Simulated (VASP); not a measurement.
# KI (I4/mmm) in VASP: further runs, part 3 of 3

VASP 6.6.1.

### 5 Single point, r2SCAN (strain -0.040 along x and y, +0.040 along z)

POSCAR reads:

```
KI
1.0
    0.0000000000      3.3835680000      3.6655320000
    3.3835680000      0.0000000000      3.6655320000
    3.3835680000      3.3835680000      0.0000000000
K I
1 1
Direct
    0.0000000000      0.0000000000      0.0000000000
    0.5000000000      0.5000000000      0.5000000000
```

INCAR.step1 reads:

```
SYSTEM = KI
PREC = Accurate
ENCUT = 520
ISMEAR = 0
SIGMA = 0.05
LREAL = .False.
LASPH = .True.
NELM = 60
NBANDS = 15
GGA = PE
ALGO = Normal
EDIFF = 1E-4
LWAVE = .True.
LCHARG = .False.
```

INCAR.step2 reads:

```
SYSTEM = KI
PREC = Accurate
ENCUT = 520
EDIFF = 1E-7
ISMEAR = 0
SIGMA = 0.05
LREAL = .False.
LASPH = .True.
NELM = 60
ALGO = Normal
ISIF = 2
LWAVE = .False.
LCHARG = .False.
METAGGA = R2SCAN
LMIXTAU = .True.
NBANDS = 15
ISTART = 1
```

KPOINTS reads:

```
Automatic mesh
0
Gamma
  6 6 6
  0 0 0
```

Potentials or basis: VASP PAW PBE potentials, release 64 (K_sv, I).

The run is started by

```sh
> cat potpaw_PBE.64/K_sv/POTCAR potpaw_PBE.64/I/POTCAR > POTCAR
> cp INCAR.step1 INCAR
> mpirun -np 1 vasp_std > vasp.out
> cp INCAR.step2 INCAR
> mpirun -np 1 vasp_std > vasp.out
```

OUTCAR:

```text
SYSTEM = KI
   PREC = Accurate
   ENCUT = 520
   EDIFF = 1E-7
   ISMEAR = 0
   LREAL = .False.
   LASPH = .True.
   NELM = 60
   ISIF = 2
   METAGGA = R2SCAN
   ISTART = 1

 ion  position               nearest neighbor table
   1  0.000  0.000  0.000-   2 3.38   2 3.38   2 3.38   2 3.38   2 3.67   2 3.67
   2  0.500  0.500  0.500-   1 3.38   1 3.38   1 3.38   1 3.38   1 3.67   1 3.67

  LATTYP: Found a body centered tetragonal cell.
 ALAT       =     4.7850877548
 C/A-ratio  =     1.5320646926

  Lattice vectors:

[... 621 lines left out ...]

  FORCE on cell =-STRESS in cart. coord.  units (eV):
  Direction    XX          YY          ZZ          XY          YZ          ZX
  --------------------------------------------------------------------------------------
  -------------------------------------------------------------------------------------
  Total        1.0698976      1.0698976     -0.3019087      0.0000000      0.0000000      0.0000000
  in kB       20.4237728     20.4237728     -5.7632761      0.0000000      0.0000000      0.0000000
  external PRESSURE =      11.6947565 kB  Pullay stress =       0.0000000 kB

 VOLUME and BASIS-vectors are now :
 -----------------------------------------------------------------------------
  energy-cutoff  :      520.00
  volume of cell :       83.93
      direct lattice vectors                 reciprocal lattice vectors
     0.000000000  3.383568000  3.665532000    -0.147773002  0.147773002  0.136405848
     3.383568000  0.000000000  3.665532000     0.147773002 -0.147773002  0.136405848
     3.383568000  3.383568000  0.000000000     0.147773002  0.147773002 -0.136405848

 POSITION                                       TOTAL-FORCE (eV/Angst)
 -----------------------------------------------------------------------------------
      0.00000      0.00000      0.00000         0.000000      0.000000     -0.000000
      3.38357      3.38357      3.66553         0.000000      0.000000      0.000000
 -----------------------------------------------------------------------------------
    total drift:                                0.000000     -0.000000     -0.000000

  FREE ENERGIE OF THE ION-ELECTRON SYSTEM (eV)
  ---------------------------------------------------
  free  energy   TOTEN  =       -33.9318903037 eV

  energy  without entropy=      -33.9318903037  energy(sigma->0) =      -33.93189030
```

OUTCAR.step1:

```text
SYSTEM = KI
   PREC = Accurate
   ENCUT = 520
   ISMEAR = 0
   LREAL = .False.
   LASPH = .True.
[... 655 lines left out ...]
      0.00000      0.00000      0.00000         0.000000      0.000000     -0.000000
      3.38357      3.38357      3.66553         0.000000      0.000000      0.000000
 -----------------------------------------------------------------------------------
    total drift:                                0.000000     -0.000000     -0.000000

  FREE ENERGIE OF THE ION-ELECTRON SYSTEM (eV)
  ---------------------------------------------------
  free  energy   TOTEN  =        -5.4950354697 eV

  energy  without entropy=       -5.4950354697  energy(sigma->0) =       -5.49503547
```

OSZICAR.step1:

```text
N       E                     dE             d eps       ncg     rms          rms(c)
DAV:   1     0.916483231627E+02    0.91648E+02   -0.66800E+03   900   0.920E+02
DAV:   2    -0.727046121106E-01   -0.91721E+02   -0.84843E+02  1166   0.218E+02
DAV:   3    -0.530089562735E+01   -0.52282E+01   -0.52066E+01  1311   0.449E+01
DAV:   4    -0.557103859102E+01   -0.27014E+00   -0.27008E+00  1388   0.906E+00
DAV:   5    -0.557254307586E+01   -0.15045E-02   -0.15044E-02  1324   0.688E-01    0.354E+00
DAV:   6    -0.549340319033E+01    0.79140E-01   -0.91545E-02  1131   0.179E+00    0.250E+00
DAV:   7    -0.549019201367E+01    0.32112E-02   -0.11910E-01  1222   0.179E+00    0.805E-01
DAV:   8    -0.549444099965E+01   -0.42490E-02   -0.13349E-02   965   0.751E-01    0.136E-01
DAV:   9    -0.549482932994E+01   -0.38833E-03   -0.75732E-04  1264   0.167E-01    0.723E-02
DAV:  10    -0.549499772905E+01   -0.16840E-03   -0.15091E-04   983   0.684E-02    0.213E-02
DAV:  11    -0.549503546965E+01   -0.37741E-04   -0.49549E-05   800   0.419E-02
   1 F= -.54950355E+01 E0= -.54950355E+01  d E =-.155081E-21
```

Run time: 2.3 min. Hardware: 1 thread of Intel Xeon 6975P-C, shared host; peak memory 0.26 GiB.

What came out:

| Property | Result |
| --- | --- |
| Free energy | -33.9319 eV |
| Pressure | 1.2 GPa |
| Band gap on the k mesh | 4.70 eV, direct |

Levels at points of the mesh, in eV from the valence-band top:
| k point | band 5 | band 6 | band 7 | band 8 | band 9 | band 10 | band 11 | band 12 |
| --- | --- | --- | --- | --- | --- | --- | --- | --- |
| (0.00, 0.00, 0.00) | -10.92 | -0.05 | 0.00 | 0.00 | 4.70 | 6.68 | 7.18 | 7.18 |
| (0.50, 0.00, 0.00) | -10.53 | -1.47 | -0.43 | -0.38 | 6.04 | 8.43 | 8.59 | 9.19 |
| (0.50, 0.50, 0.00) | -10.76 | -1.17 | -0.32 | -0.32 | 5.32 | 6.65 | 8.74 | 9.47 |
| (0.50, 0.00, 0.50) | -10.73 | -1.08 | -0.51 | -0.42 | 5.25 | 6.60 | 8.92 | 9.75 |

Caveat: the cell differs from its parent crystal (strain -0.040 along x and y, +0.040 along z); the PAW data sets were made with another functional, which shifts forces and pressure a little; spin-orbit coupling is left out, which moves the levels of the heavy elements.

### 6 Overview

| cell | gap on the mesh (eV) | pressure (GPa) |
| --- | --- | --- |
| a = 4.894, b = 4.894, c = 4.586 Å, angles 62.1, 62.1, 55.9°, 2 atoms | 4.83 | 3.5 |
| a = 5.000, b = 5.000, c = 4.586 Å, angles 62.7, 62.7, 54.6°, 2 atoms | 4.68 | 3.0 |
| a = 4.789, b = 4.789, c = 4.984 Å, angles 58.6, 58.6, 62.7°, 2 atoms | 4.76 | 2.0 |
| a = 4.988, b = 4.988, c = 4.785 Å, angles 61.3, 61.3, 57.3°, 2 atoms | 4.70 | 1.2 |

Alike in all rows: task single point; level r2SCAN; potentials or basis VASP PAW PBE potentials, release 64 (K_sv, I); no spin polarisation; k mesh 6 × 6 × 6; cutoff (eV) 520; smearing gaussian 0.05 eV.

Caveats: the PAW data sets were made with another functional, which shifts forces and pressure a little; spin-orbit coupling is left out, which moves the levels of the heavy elements.

Absolute energies hang on the potentials; compare differences alone.
